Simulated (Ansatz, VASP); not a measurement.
# Cu in VASP and in Ansatz

POSCAR

```
Cu
1.0
    1.9225321094     -3.2583353959      0.0000000000
    1.9225321094      3.2583353959      0.0000000000
    0.0000000000      0.0000000000      3.8501788098
Cu
4
Direct
    0.1525000000      0.8475000000      0.0785000000
    0.6525000000      0.3475000000      0.4215000000
    0.8475000000      0.1525000000      0.9215000000
    0.3475000000      0.6525000000      0.5785000000
```

The input INCAR.step1:

```
  PREC = Accurate
  ENCUT = 520
  ISMEAR = 0
  SIGMA = 0.1
  LREAL = False
  LASPH = True
  NELM = 100
  NBANDS = 30
  GGA = PE
  ALGO = Normal
  EDIFF = 1E-4
  LWAVE = True
  LCHARG = False
```

Contents of INCAR.step2:

```
  PREC = Accurate
  ENCUT = 520
  EDIFF = 1E-6
  ISMEAR = 0
  SIGMA = 0.1
  LREAL = False
  LASPH = True
  NELM = 100
  ALGO = Normal
  ISIF = 2
  LWAVE = False
  LCHARG = False
  METAGGA = R2SCAN
  LMIXTAU = True
  NBANDS = 30
  ISTART = 1
```

File KPOINTS:

```
regular mesh
0
Gamma
  6 6 6
```

Input for Ansatz:

```yaml
crystal:
  lattice:
    - [1.9225321094, -3.2583353959, 0.0]
    - [1.9225321094, 3.2583353959, 0.0]
    - [0.0, 0.0, 3.8501788098]
  atoms:
    - { symbol: Cu, position: [0.1525, 0.8475, 0.0785] }
    - { symbol: Cu, position: [0.6525, 0.3475, 0.4215] }
    - { symbol: Cu, position: [0.8475, 0.1525, 0.9215] }
    - { symbol: Cu, position: [0.3475, 0.6525, 0.5785] }
basis:
  ecutwfc: 500
kpoints:
  mp_grid: { grid: [6, 6, 6] }
hamiltonian:
  xc: r2scan
scf:
  occupations: { method: gaussian, width: 0.1 }
  lower_state_search: "off"
output:
  forces: true
  stress: true
  eigenvalues: true
```

Alike in both runs: task single point; functional r2SCAN; k mesh 6 × 6 × 6; occupations gaussian, width 0.1 eV; no spin polarisation.

|  | VASP | Ansatz |
| --- | --- | --- |
| version | VASP 6.6.1 | Ansatz 0.2.0 |
| potentials or method | VASP PAW PBE potentials, release 64 (Cu), cutoff 520 eV | scalar-relativistic, plane waves, PAW |
| valence electrons in the cell | 44 | 76 |

|  | VASP | Ansatz | Ansatz less VASP |
| --- | --- | --- | --- |
| gap on the k mesh at the Fermi level (eV) | none | none | - |
| pressure (GPa) | 25.3 | 24.7 | -0.69 |
| traceless stress, the component that is largest in VASP (GPa) | 14.64 | 14.57 | -0.071 |
| rms of the force components (eV/Å) | 0.794 | 0.793 | -0.0009 |

VASP's potentials were made for PBE, not for r2SCAN. Atom by atom the forces differ by 0.009 eV/Å (rms over components). A gap of «none» marks a metal or a gap that the smearing closes. The functional is the same, so the differences come from potentials, cutoffs and numerics. VASP's potentials hold 44 valence electrons a cell and Ansatz's 76, so a difference there can come from the potentials and not from the codes.
